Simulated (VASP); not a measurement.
MgO: single point with r2SCAN

The system is MgO.

```
Mg O
1.0
     0.00000    2.06866    2.06866
     2.06866    0.00000    2.06866
     2.06866    2.06866    0.00000
Mg O
1 1
Direct
  0.00000 0.00000 0.00000
  0.50000 0.50000 0.50000
```

| Property | Result |
| --- | --- |
| Program | VASP 6.6.1 |
| Task | single point |
| Functional | r2SCAN |
| Potentials or basis | VASP PAW PBE potentials, release 64 (Mg_sv, O) |
| Cutoff | 660 eV |
| k mesh | 11 × 11 × 11 |
| Occupations | fermi-dirac, width 0.05 eV |
| Spin | no spin polarisation |

The pressure is 8.3 GPa and the band gap on the k mesh is 6.22 eV, direct.

Levels at points of the mesh, in eV from the valence-band top:
```csv
k point,band 5,band 6,band 7,band 8,band 9,band 10,band 11,band 12
"(0.00, 0.00, 0.00)",-18.47,0.00,0.00,0.00,6.22,17.18,17.18,17.18
```

It used 130 s of CPU time on 1 thread of AMD EPYC 7R13 Processor (Zen 3), on a shared host.

Caveat: the PAW data sets were made with another functional, which shifts forces and pressure a little. r2SCAN opens gaps a little over a GGA but as a rule still falls short of measured ones.
